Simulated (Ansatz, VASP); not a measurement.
HgTe in VASP and in Ansatz

File INCAR:

```
ALGO = Normal ; EDIFF = 1E-8
ENCUT = 520 ; GGA = PE
ISIF = 2 ; ISMEAR = -1
LASPH = T ; LCHARG = F
LEFG = T ; LREAL = F
LWAVE = F ; NBANDS = 16
NELM = 80 ; PREC = Accurate
SIGMA = 0.03
```

KPOINTS

```
k-points
0
Gamma
  11 11 11
```

POSCAR

```
HgTe
1.0
    0.0000000000      3.2127189830      3.2127189830
    3.2127189830      0.0000000000      3.2127189830
    3.2127189830      3.2127189830      0.0000000000
Hg Te
1 1
Direct
    0.0000000000      0.0000000000      0.0000000000
    0.7500000000      0.7500000000      0.7500000000
```

Input for Ansatz:

```yaml
crystal:
  lattice:
    - [0.0, 3.212718983, 3.212718983]
    - [3.212718983, 0.0, 3.212718983]
    - [3.212718983, 3.212718983, 0.0]
  atoms:
    - { symbol: Hg, position: [0.0, 0.0, 0.0] }
    - { symbol: Te, position: [0.75, 0.75, 0.75] }
kpoints:
  mp_grid: { grid: [11, 11, 11] }
scf:
  occupations: { method: fermi_dirac, width: 0.03 }
hamiltonian:
  xc: pbe
  pseudopotentials: { kind: all_electron, datasets: crystal }
output:
  forces: true
  stress: true
  eigenvalues: true
  efg: { contact_densities: true }
```

Change from the starting cell: volume scaled by 0.99, crystal datasets.

Alike in both runs: task electric field gradients; functional PBE; k mesh 11 × 11 × 11; occupations fermi-dirac, width 0.03 eV; no spin polarisation.

|  | VASP | Ansatz |
| --- | --- | --- |
| version | VASP 6.6.1 | Ansatz 0.2.0 |
| potentials or method | VASP PAW PBE potentials, release 64 (Hg, Te), cutoff 520 eV | all-electron PAW with datasets made for the crystal, scalar-relativistic |

```tsv
	VASP	Ansatz	Ansatz less VASP
pressure (GPa)	4.7	4.6	-0.08
```

Ansatz ran all-electron here, and VASP with PAW potentials.

Spin-orbit coupling is off throughout.
